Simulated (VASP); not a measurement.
# Ir (Fd-3m) in VASP: notebook

The runs below take Ir through single point, relaxation of cell and atoms, with PBE.

Program: VASP 6.6.1. These are calculated values, not measurements. Logs are shortened: lines on timing, memory, paths and dates and some standing lists are left out, and cuts for length are marked.

### 1 The cell of the first run

It takes space group Fd-3m (No. 227, cubic). The conventional cell has a = 5.410 Å, b = 5.410 Å, c = 5.410 Å, α = 90.00°, β = 90.00°, γ = 90.00°. Ir (site symmetry -43m) has 4 Ir at 2.34 Å within 3.1 Å.

This isn't the form of Ir at room conditions, which is fcc.

### 2 Single point, PBE

File INCAR:

```
ALGO = Normal ; EDIFF = 1E-6
ENCUT = 500 ; GGA = PE
GGA_COMPAT = False ; ISIF = 2
ISMEAR = 1 ; LASPH = True
LCHARG = True ; LELF = True
LREAL = False ; LVHAR = True
LWAVE = False ; NBANDS = 16
NELM = 120 ; PREC = Accurate
SIGMA = 0.1
```

File KPOINTS:

```
k-points
0
Gamma
  7 7 7
```

File POSCAR:

```
Ir
1.0
    0.0000000000      2.7051631019      2.7051631019
    2.7051631019      0.0000000000      2.7051631019
    2.7051631019      2.7051631019      0.0000000000
Ir
2
Direct
    1.0000000000      1.0000000000      1.0000000000
    0.2500000000      0.2500000000      0.2500000000
```

Potentials or basis: VASP PAW PBE potentials, release 64 (Ir).

Run with:

```
$ cat potpaw_PBE.64/Ir/POTCAR > POTCAR
$ mpirun -np 1 vasp_std > vasp.out
```

OUTCAR:

```text
EDIFF = 1E-6
   ENCUT = 500
   GGA = PE
   ISIF = 2
   ISMEAR = 1
   LASPH = True
   LREAL = False
   NELM = 120
   PREC = Accurate

 ion  position               nearest neighbor table
   1  0.000  0.000  0.000-   2 2.34   2 2.34   2 2.34   2 2.34
   2  0.250  0.250  0.250-   1 2.34   1 2.34   1 2.34   1 2.34

  LATTYP: Found a face centered cubic cell.
 ALAT       =     5.4103262038

  Lattice vectors:

 A1 = (   0.0000000000,   2.7051631019,   2.7051631019)
 A2 = (   2.7051631019,   0.0000000000,   2.7051631019)
 A3 = (   2.7051631019,   2.7051631019,   0.0000000000)

Analysis of symmetry for initial positions (statically):
=====================================================================
 Subroutine PRICEL returns:
 Original cell was already a primitive cell.

 Routine SETGRP: Setting up the symmetry group for a
 face centered cubic supercell.

 Subroutine GETGRP returns: Found 48 space group operations
 (whereof 24 operations were pure point group operations)
 out of a pool of 48 trial point group operations.

The static configuration has the point symmetry T_d .
 The point group associated with its full space group is O_h .

Analysis of symmetry for dynamics (positions and initial velocities):
=====================================================================
 Subroutine PRICEL returns:
 Original cell was already a primitive cell.

 Routine SETGRP: Setting up the symmetry group for a
 face centered cubic supercell.

 Subroutine GETGRP returns: Found 48 space group operations
 (whereof 24 operations were pure point group operations)
 out of a pool of 48 trial point group operations.

The dynamic configuration has the point symmetry T_d .
 The point group associated with its full space group is O_h .

 Subroutine INISYM returns: Found 48 space group operations
 (whereof 24 operations are pure point group operations),
 and found     1 'primitive' translations

----------------------------------------------------------------------------------------

                                     Primitive cell

  volume of cell :      39.5923

  direct lattice vectors                    reciprocal lattice vectors
     0.000000000  2.705163102  2.705163102    -0.184831739  0.184831739  0.184831739
     2.705163102  0.000000000  2.705163102     0.184831739 -0.184831739  0.184831739
     2.705163102  2.705163102  0.000000000     0.184831739  0.184831739 -0.184831739

  length of vectors
     3.825678347  3.825678347  3.825678347     0.320137963  0.320137963  0.320137963

  position of ions in fractional coordinates (direct lattice)
     0.000000000  0.000000000  0.000000000
     0.250000000  0.250000000  0.250000000

  ion indices of the primitive-cell ions
   primitive index   ion index
                 1           1
                 2           2

----------------------------------------------------------------------------------------

 KPOINTS: k-points

Automatic generation of k-mesh.
 Grid dimensions read from file:
 generate k-points for:    7    7    7

 Generating k-lattice:

  Cartesian coordinates                     Fractional coordinates (reciprocal lattice)
    -0.026404534  0.026404534  0.026404534     0.142857143  0.000000000  0.000000000
     0.026404534 -0.026404534  0.026404534     0.000000000  0.142857143  0.000000000
     0.026404534  0.026404534 -0.026404534     0.000000000  0.000000000  0.142857143

  Length of vectors
     0.045733995  0.045733995  0.045733995

  Shift w.r.t. Gamma in fractional coordinates (k-lattice)
     0.000000000  0.000000000  0.000000000

 Subroutine IBZKPT returns following result:
 ===========================================

 Found     20 irreducible k-points:

 Following reciprocal coordinates:
            Coordinates               Weight
  0.000000  0.000000  0.000000      1.000000
  0.142857  0.000000  0.000000      8.000000
  0.285714  0.000000  0.000000      8.000000
  0.428571  0.000000  0.000000      8.000000
  0.142857  0.142857  0.000000      6.000000
  0.285714  0.142857  0.000000     24.000000
[... 12 lines left out ...]
 -0.428571  0.428571  0.142857     24.000000
 -0.285714  0.428571  0.142857     24.000000
   k-points           NKPTS =     20   k-points in BZ     NKDIM =     20   number of bands    NBANDS=     16
   number of dos      NEDOS =    301   number of ions     NIONS =      2
   total plane-waves  NPLWV =  21952
   dimension x,y,z NGX =    28 NGY =   28 NGZ =   28
   dimension x,y,z NGXF=    56 NGYF=   56 NGZF=   56
   ions per type =               2
   NGX,Y,Z   is equivalent  to a cutoff of  12.17, 12.17, 12.17 a.u.
   NGXF,Y,Z  is equivalent  to a cutoff of  24.33, 24.33, 24.33 a.u.
 SYSTEM =  unknown system
   PREC   = accura    normal or accurate (medium, high low for compatibility)
   ISTART =      0    job   : 0-new  1-cont  2-samecut
   ICHARG =      2    charge: 1-file 2-atom 10-const
   ISPIN  =      1    spin polarized calculation?
   LNONCOLLINEAR =      F non collinear calculations
   LSORBIT =      F    spin-orbit coupling
   LASPH  =      T    aspherical Exc in radial PAW
   ENCUT  =  500.0 eV  36.75 Ry    6.06 a.u.   6.98  6.98  6.98*2*pi/ulx,y,z
   NELM   =    120;   NELMIN=  2; NELMDL= -5     # of ELM steps
   EDIFF  = 0.1E-05   stopping-criterion for ELM
   LREAL  =      F    real-space projection
   EDIFFG = 0.1E-04   stopping-criterion for IOM
   NSW    =      0    number of steps for IOM
[... 5 lines left out ...]
   TEBEG  =    0.0;   TEEND  =   0.0 temperature during run
   PSTRESS=    0.0 pullay stress
   NELECT =      18.0000    total number of electrons
   NUPDOWN=      -1.0000    fix difference up-down
   EMIN   =  10.00;   EMAX   =-10.00  energy-range for DOS
   EFERMI =   0.00;   METHOD = LEGACY
   ISMEAR =     1;   SIGMA  =   0.10  broadening in eV -4-tet -1-fermi 0-gaus
   EFERMI_NEDOS =   21; number of points for ismear=-14 and -15
   IALGO  =     38    algorithm
   IMIX   =      4    mixing-type and parameters
     AMIX     =   0.40;   BMIX     =  1.00
     AMIX_MAG =   1.60;   BMIX_MAG =  1.00
  volume/ion in A,a.u.               =      19.80       133.59
  Fermi-wavevector in a.u.,A,eV,Ry     =   1.258816  2.378817 21.560029  1.584617
  Thomas-Fermi vector in A             =   2.392407
   LORBIT       =      0    0 simple, 1 ext, 2 COOP (PROOUT), +10 PAW based schemes
   GGA     = PE    functional components
   LHFCALC =     F    Hartree Fock is set to
   AEXX    =    0.0000 exact exchange contribution
   IVDW    =     0    specifies the selected vdW correction
   LEPSILON=     F    determine dielectric tensor
   LRPA    =     F    only Hartree local field effects (RPA)
 non-spin polarized calculation
 Methfessel and Paxton  Order N= 1 SIGMA  =   0.10
  energy-cutoff  :      500.00
  volume of cell :       39.59
 maximum number of plane-waves:      1014
   NGX = 13   NGY = 13   NGZ = 13

 number of electron      17.9999999 magnetization

 Free energy of the ion-electron system (eV)
  ---------------------------------------------------
  ext. energy  EPLUGINS =         0.00000000
  ---------------------------------------------------
  free energy    TOTEN  =       -15.52347488 eV

  energy without entropy =      -15.52420022  energy(sigma->0) =      -15.52371666

 E-fermi :   6.3354     XC(G=0): -11.6213

 val. band max:        6.2325419967   @ k =   0.4286   0.2857   0.0000
 cond. band min:       6.3429358545   @ k =   0.4286   0.1429   0.0000
 fundamental gap:      0.1103938578
 Fermi energy:         6.3353836431

 k-point     1 :       0.0000    0.0000    0.0000
  band No.  band energies     occupation
      1      -2.3564      2.00000
      2       0.6125      2.00000
      3       0.6125      2.00000
      4       1.1604      2.00000
      5       1.1604      2.00000
      6       1.1604      2.00000
[... 8 lines left out ...]
     15      19.0051      0.00000
     16      19.0051      0.00000

 k-point     2 :       0.1429    0.0000    0.0000
  band No.  band energies     occupation
      1      -1.9785      2.00000
      2       0.4408      2.00000
      3       0.4408      2.00000
      4       1.1157      2.00000
      5       1.4606      2.00000
      6       1.4606      2.00000
[... 8 lines left out ...]
     15      18.3590      0.00000
     16      18.9845      0.00000

 k-point     3 :       0.2857    0.0000    0.0000
  band No.  band energies     occupation
      1      -1.0251      2.00000
      2       0.4201      2.00000
      3       0.4201      2.00000
      4       1.0177      2.00000
      5       1.5970      2.00000
      6       1.5970      2.00000
[... 8 lines left out ...]
     15      16.7489      0.00000
     16      20.1940      0.00000

 k-point     4 :       0.4286    0.0000    0.0000
  band No.  band energies     occupation
      1      -0.1299      2.00000
      2       0.7093      2.00000
      3       0.7093      2.00000
      4       0.8239      2.00000
      5       1.2222      2.00000
      6       1.2222      2.00000
[... 8 lines left out ...]
     15      16.0062      0.00000
     16      20.6387      0.00000
[... 248 lines left out ...]
 k-point    18 :      -0.4286    0.2857    0.1429
  band No.  band energies     occupation
      1      -0.0579      2.00000
      2       0.0936      2.00000
      3       0.7062      2.00000
      4       1.0682      2.00000
      5       1.7052      2.00000
      6       2.2820      2.00000
[... 8 lines left out ...]
     15      17.7378      0.00000
     16      20.7428      0.00000

 k-point    19 :      -0.4286    0.4286    0.1429
  band No.  band energies     occupation
      1      -0.2046      2.00000
      2       0.0655      2.00000
      3       1.0083      2.00000
      4       1.0779      2.00000
      5       2.2195      2.00000
      6       2.5185      2.00000
[... 8 lines left out ...]
     15      18.0194      0.00000
     16      18.7478      0.00000

 k-point    20 :      -0.2857    0.4286    0.1429
  band No.  band energies     occupation
      1      -0.2367      2.00000
      2       0.0063      2.00000
      3       1.0474      2.00000
      4       1.1143      2.00000
      5       2.1650      2.00000
      6       3.0056      2.00000
[... 8 lines left out ...]
     15      18.6088      0.00000
     16      21.2373      0.00000

------------------------ aborting loop because EDIFF is reached ----------------------------------------

  FORCE on cell =-STRESS in cart. coord.  units (eV):
  Direction    XX          YY          ZZ          XY          YZ          ZX
  --------------------------------------------------------------------------------------
  -------------------------------------------------------------------------------------
  Total        4.7070231      4.7070231      4.7070231      0.0000000      0.0000000      0.0000000
  in kB      190.4787593    190.4787593    190.4787593      0.0000000      0.0000000      0.0000000
  external PRESSURE =     190.4787593 kB  Pullay stress =       0.0000000 kB

 VOLUME and BASIS-vectors are now :
 -----------------------------------------------------------------------------
  energy-cutoff  :      500.00
  volume of cell :       39.59
      direct lattice vectors                 reciprocal lattice vectors
     0.000000000  2.705163102  2.705163102    -0.184831739  0.184831739  0.184831739
     2.705163102  0.000000000  2.705163102     0.184831739 -0.184831739  0.184831739
     2.705163102  2.705163102  0.000000000     0.184831739  0.184831739 -0.184831739

 POSITION                                       TOTAL-FORCE (eV/Angst)
 -----------------------------------------------------------------------------------
      0.00000      0.00000      0.00000         0.000000      0.000000      0.000000
      1.35258      1.35258      1.35258        -0.000000     -0.000000     -0.000000
 -----------------------------------------------------------------------------------
    total drift:                                0.000000      0.000000      0.000000

  FREE ENERGIE OF THE ION-ELECTRON SYSTEM (eV)
  ---------------------------------------------------
  free  energy   TOTEN  =       -15.5234748756 eV

  energy  without entropy=      -15.5242002154  energy(sigma->0) =      -15.52371666
```

Run time: 16 s. Hardware: 1 thread of Intel Xeon Platinum 8259CL at 2.50GHz (Skylake/Cascade Lake), shared host; peak memory 0.15 GiB.

Results:

| Property | Result |
| --- | --- |
| Free energy | -15.5235 eV |
| Pressure | 19.0 GPa |
| Band gap on the k mesh | zero (bands 9 and 10 overlap by 1.55 eV) |

Caveat: the cell stands under pressure; spin-orbit coupling is left out, which moves the levels of the heavy elements.

### 3 Single point, PBE

This run uses another cell than the first one, of 21.59 Å³/atom.

File INCAR:

```
SYSTEM = Ir
PREC = Accurate ; ENCUT = 500
EDIFF = 1E-6 ; ISMEAR = 1
SIGMA = 0.1 ; LREAL = .FALSE.
LASPH = .TRUE. ; NELM = 120
ALGO = Normal ; ISIF = 2
LWAVE = .FALSE. ; LCHARG = .FALSE.
GGA = PE ; NBANDS = 16
GGA_COMPAT = .FALSE.
```

File KPOINTS:

```
regular mesh
0
G
  7 7 7
  0 0 0
```

File POSCAR:

```
Ir
1.0
    0.0000000000      2.7843704436      2.7843704436
    2.7843704436      0.0000000000      2.7843704436
    2.7843704436      2.7843704436      0.0000000000
Ir
2
Direct
    1.0000000000      1.0000000000      1.0000000000
    0.2500000000      0.2500000000      0.2500000000
```

Potentials or basis: VASP PAW PBE potentials, release 64 (Ir).

Run with:

```
$ cat potpaw_PBE.64/Ir/POTCAR > POTCAR
$ mpirun -np 1 vasp_std > vasp.out
```

It took 16 s on 1 thread of Intel Xeon Platinum 8259CL at 2.50GHz (Skylake/Cascade Lake), shared host; peak memory 0.17 GiB.

The run converged. Its results:

```yaml
Free_energy: -15.7162 eV
Pressure: -0.4 GPa
Band_gap_on_the_k_mesh: zero (bands 9 and 10 overlap by 1.42 eV)
```

Levels at points of the mesh, in eV from the Fermi level:
```tsv
k point	band 7	band 8	band 9	band 10	band 11	band 12
(0.00, 0.00, 0.00)	-1.75	-1.75	-1.75	0.76	0.76	10.83
```

Caveat: spin-orbit coupling is left out, which moves the levels of the heavy elements.

### 4 Relaxation of cell and atoms, PBE

This run uses another cell than the first one, of 18.30 Å³/atom.

File INCAR:

```
SYSTEM = Ir
ALGO = Normal ; EDIFF = 1E-7
EDIFFG = -0.02 ; ENCUT = 500
GGA = PE ; GGA_COMPAT = .False.
IBRION = 2 ; ISIF = 3
ISMEAR = 1 ; LASPH = .True.
LCHARG = .False. ; LREAL = .False.
LWAVE = .False. ; NELM = 120
NELMIN = 4 ; NSW = 50
PREC = Accurate ; SIGMA = 0.1
```

File KPOINTS:

```
k-points
0
Gamma
  7 7 7
  0 0 0
```

File POSCAR:

```
Ir
1.0
    0.0000000000      2.6350000000      2.6350000000
    2.6350000000      0.0000000000      2.6350000000
    2.6350000000      2.6350000000      0.0000000000
Ir
2
Direct
    1.0000000000      1.0000000000      1.0000000000
    0.2500000000      0.2500000000      0.2500000000
```

Run with:

```
$ cat potpaw_PBE.64/Ir/POTCAR > POTCAR
$ mpirun -np 1 vasp_std > vasp.out
```

Wall time 56 s (1 thread of Intel Xeon Platinum 8259CL at 2.50GHz (Skylake/Cascade Lake), shared host); peak memory 0.16 GiB.

Results (log left out):

| Property | Result |
| --- | --- |
| Free energy | -15.7130 eV |
| Relaxed volume | 21.54 Å³/atom |
| Relaxed cell | a = 3.935 Å, b = 3.935 Å, c = 3.935 Å, α = 60.00°, β = 60.00°, γ = 60.00° |
| Space group after relaxing (to 0.1 Å) | Fd-3m (No. 227) |
| Pressure after relaxing | 0.0 GPa |
| Band gap on the k mesh | zero (bands 9 and 10 overlap by 1.42 eV) |

Final structure:
```xyz
2
Lattice="0.0000 2.7823 2.7823 2.7823 0.0000 2.7823 2.7823 2.7823 0.0000" Properties=species:S:1:pos:R:3 pbc="T T T"
Ir    0.0000    0.0000    0.0000
Ir    1.3911    1.3911    1.3911
```

Levels at points of the mesh, in eV from the Fermi level:
```
           k point  band 7  band 8  band 9  band 10  band 11  band 12
(0.00, 0.00, 0.00)   -1.76   -1.76   -1.76     0.76     0.76    10.84
```

Caveat: the volume moved by over 15 % at a fixed basis, so the end points are rough; spin-orbit coupling is left out, which moves the levels of the heavy elements.

### 5 Relaxation of cell and atoms, PBE, target pressure 20 GPa, at which the enthalpy is minimised

This run uses another cell than the first one, of 18.30 Å³/atom.

File INCAR:

```
PREC = Accurate
ENCUT = 500
EDIFF = 1E-7
ISMEAR = 1
SIGMA = 0.1
LREAL = False
LASPH = True
NELM = 120
ALGO = Normal
ISIF = 3
LWAVE = False
LCHARG = False
GGA = PE
IBRION = 2
NSW = 50
EDIFFG = -0.02
PSTRESS = 200.0
GGA_COMPAT = False
NELMIN = 4
```

File KPOINTS:

```
regular mesh
0
Gamma
  7 7 7
```

POSCAR is that of step 4.

Run with:

```
$ cat potpaw_PBE.64/Ir/POTCAR > POTCAR
$ mpirun -np 1 vasp_std > vasp.out
```

Run time: 49 s. Hardware: 1 thread of Intel Xeon Platinum 8259CL at 2.50GHz (Skylake/Cascade Lake), shared host; peak memory 0.16 GiB.

It converged, with:

| Quantity | Value |
| --- | --- |
| Free energy | -15.5023 eV |
| Relaxed volume | 19.72 Å³/atom |
| Relaxed cell | a = 3.821 Å, b = 3.821 Å, c = 3.821 Å, α = 60.00°, β = 60.00°, γ = 60.00° |
| Space group after relaxing (to 0.1 Å) | Fd-3m (No. 227) |
| Energy change on relaxing (the run minimises the enthalpy) | -277.6 meV/atom |
| Ionic steps | 7 |
| Pressure after relaxing | 20.2 GPa |
| Band gap on the k mesh | zero (bands 9 and 10 overlap by 1.55 eV) |

The path:
```csv
step,energy change (eV),largest force (eV/Å),pressure (GPa),volume (Å³)
1,0.0000,0.0000,43.95,36.59
2,0.1105,0.0000,-22.67,53.07
3,-0.6048,0.0000,17.28,39.86
4,-0.5622,0.0000,19.76,39.49
5,-0.5548,0.0000,20.18,39.43
6,-0.5549,0.0000,20.17,39.43
7,-0.5552,0.0000,20.15,39.43
```

Final structure:
```
Ir
1.0
     0.00000    2.70152    2.70152
     2.70152    0.00000    2.70152
     2.70152    2.70152    0.00000
Ir
2
Direct
  0.00000 0.00000 0.00000
  0.25000 0.25000 0.25000
```

Levels at points of the mesh, in eV from the Fermi level:
| k point | band 7 | band 8 | band 9 | band 10 | band 11 | band 12 |
| --- | --- | --- | --- | --- | --- | --- |
| (0.00, 0.00, 0.00) | -2.01 | -2.01 | -2.01 | 0.92 | 0.92 | 11.17 |

Caveat: the cell is relaxed towards a set pressure, so the run minimises the enthalpy, not the energy; spin-orbit coupling is left out, which moves the levels of the heavy elements.

(Continued in part 2 of 2.)

The gap in the log of VASP goes by the Fermi energy; the results here count the filled bands.